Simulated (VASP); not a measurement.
CaCl: single point with PBE

Crystal: CaCl.

```
Ca Cl
1.0
     3.41280    0.00000    0.00000
     0.00000    3.41280    0.00000
     0.00000    0.00000    4.47320
Ca Cl
1 1
Cartesian
  1.7064 1.7064 2.2366
  0.0000 0.0000 0.0000
```

```yaml
Program: VASP 6.6.1
Task: single point
Functional: PBE
Potentials_or_basis: VASP PAW PBE potentials, release 64 (Ca_sv, Cl)
Cutoff: 520 eV
k_mesh: 6 × 6 × 4
Occupations: gaussian, width 0.1 eV
Spin: no spin polarisation
Dipole_correction: no
Further_INCAR_settings: ALGO = Normal; EDIFF = 1e-06; NBANDS = 16
```

```json
{"Pressure": "0.4 GPa"}
```

Stress tensor (GPa, compression positive):
```
 1.68  0.00  0.00
 0.00  1.68  0.00
 0.00  0.00 -2.20
```

Levels at points of the mesh, in eV from the Fermi level:
| k point | band 6 | band 7 | band 8 | band 9 | band 10 | band 11 | band 12 | band 13 |
| --- | --- | --- | --- | --- | --- | --- | --- | --- |
| (0.00, 0.00, 0.00) | -5.99 | -4.57 | -4.57 | -2.33 | -0.02 | 0.48 | 2.81 | 2.81 |
| (0.50, 0.00, 0.00) | -7.25 | -5.84 | -4.37 | 0.26 | 1.05 | 2.46 | 2.63 | 2.65 |
| (0.50, 0.50, 0.00) | -6.44 | -6.44 | -5.22 | -0.41 | 0.33 | 0.89 | 0.89 | 4.41 |
| (0.00, 0.00, 0.50) | -7.21 | -4.63 | -4.63 | 0.16 | 0.23 | 2.17 | 3.28 | 3.28 |
| (0.50, 0.00, 0.50) | -6.88 | -6.18 | -4.27 | -0.82 | 1.03 | 2.16 | 2.53 | 2.76 |
| (0.50, 0.50, 0.50) | -6.57 | -6.57 | -6.04 | 1.39 | 2.50 | 2.50 | 2.56 | 2.62 |

Wall time 19 s on 1 thread of Intel(R) Xeon(R) Platinum 8259CL CPU @ 2.50GHz (Skylake/Cascade Lake), on a shared host, peak memory 0.18 GiB.

Caveat: an odd number of electrons without spin polarisation forces a metal; a magnetic or distorted state may lie lower.
